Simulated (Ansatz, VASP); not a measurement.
One calculation of InSe, two programs

```xyz
4
Lattice="5.7405 -2.0621 -0.1283 5.7405 2.0621 -0.1283 -1.6592 0.0000 5.4740" Properties=species:S:1:pos:R:3 pbc="T T T"
In   10.1056    0.0000    0.0653
In   -0.2838    0.0000    5.1521
Se    6.4985    0.0000    3.6380
Se    3.3232    0.0000    1.5795
```

Alike in both runs: task single point; functional PBE; k mesh 10 × 10 × 6; occupations tetrahedron; no spin polarisation.

|  | VASP | Ansatz |
| --- | --- | --- |
| version | VASP 6.6.1 | Ansatz 0.2.0 |
| potentials or method | VASP PAW PBE potentials, release 64 (In_d, Se), cutoff 520 eV | scalar-relativistic, plane waves, PAW |
| valence electrons in the cell | 38 | 58 |

|  | VASP | Ansatz | Ansatz less VASP |
| --- | --- | --- | --- |
| gap on the k mesh at the Fermi level (eV) | 1.07 | 1.08 | +0.007 |
| pressure (GPa) | 0.0 | 0.0 | -0.03 |
| rms of the force components (eV/Å) | 0.006 | 0.003 | -0.0038 |

Atom by atom the forces differ by 0.007 eV/Å (rms over components). VASP's potentials hold 38 valence electrons a cell and Ansatz's 58, so a difference there can come from the potentials and not from the codes. Ansatz's warnings: band table not solved further, tetrahedron derivatives may miss energy slope.
